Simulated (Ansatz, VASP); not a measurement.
# One calculation of BN, two programs

Contents of INCAR:

```
  PREC = Accurate
  ENCUT = 520
  EDIFF = 1E-7
  ISMEAR = -1
  SIGMA = 0.02
  LREAL = F
  LASPH = T
  NELM = 60
  ALGO = Normal
  ISIF = 2
  LWAVE = F
  LCHARG = T
  GGA = PS
  LELF = T
  LVHAR = T
  NBANDS = 16
```

Contents of KPOINTS:

```
regular mesh
0
Gamma
  11 11 4
```

Contents of POSCAR:

```
BN
1.0
    2.5039917043      0.0000000000      0.0000000000
   -1.2519958522      2.1685204268      0.0000000000
    0.0000000000      0.0000000000      6.7278120000
B N
2 2
Direct
    0.3333333333      0.6666666667      0.2500000000
    0.6666666667      0.3333333333      0.7500000000
    0.3333333333      0.6666666667      0.7500000000
    0.6666666667      0.3333333333      0.2500000000
```

Input for Ansatz:

```yaml
crystal:
  lattice:
    - [2.5039917043, 0.0, 0.0]
    - [-1.2519958522, 2.1685204268, 0.0]
    - [0.0, 0.0, 6.727812]
  atoms:
    - { symbol: B, position: [0.3333333333, 0.6666666667, 0.25] }
    - { symbol: B, position: [0.6666666667, 0.3333333333, 0.75] }
    - { symbol: "N", position: [0.3333333333, 0.6666666667, 0.75] }
    - { symbol: "N", position: [0.6666666667, 0.3333333333, 0.25] }
kpoints:
  mp_grid: { grid: [11, 11, 4] }
  band_path:
    path:
      - [0.0, 0.0, 0.0]
      - [0.5, 0.0, 0.0]
      - [0.3333333333, 0.3333333333, 0.0]
      - [0.0, 0.0, 0.0]
      - [0.0, 0.0, 0.5]
      - [0.5, 0.0, 0.5]
      - [0.3333333333, 0.3333333333, 0.5]
      - [0.0, 0.0, 0.5]
      - [0.5, 0.0, 0.5]
    npoints: 5
scf:
  occupations: { method: fermi_dirac, width: 0.02 }
hamiltonian:
  xc: pbesol
  pseudopotentials: { kind: all_electron, lapw: { basis_error: 0.001 } }
output:
  forces: true
  stress: true
  eigenvalues: true
```

Change from the starting cell: zz strain of +1 %.

Alike in both runs: task single point; functional PBEsol; k mesh 11 × 11 × 4; occupations fermi-dirac, width 0.02 eV; no spin polarisation.

|  | VASP | Ansatz |
| --- | --- | --- |
| version | VASP 6.6.1 | Ansatz 0.2.0 |
| potentials or method | VASP PAW PBE potentials, release 64 (B, N), cutoff 520 eV | all-electron LAPW, scalar-relativistic |

|  | VASP | Ansatz | Ansatz less VASP |
| --- | --- | --- | --- |
| gap on the k mesh at the Fermi level (eV) | 4.25 | 4.25 | +0.006 |
| pressure (GPa) | 0.7 | 0.3 | -0.32 |
| traceless stress, the component that is largest in VASP (GPa) | -0.15 | 0.32 | +0.470 |

VASP's potentials were made for PBE, not for PBEsol. Ansatz ran all-electron here, and VASP with PAW potentials.
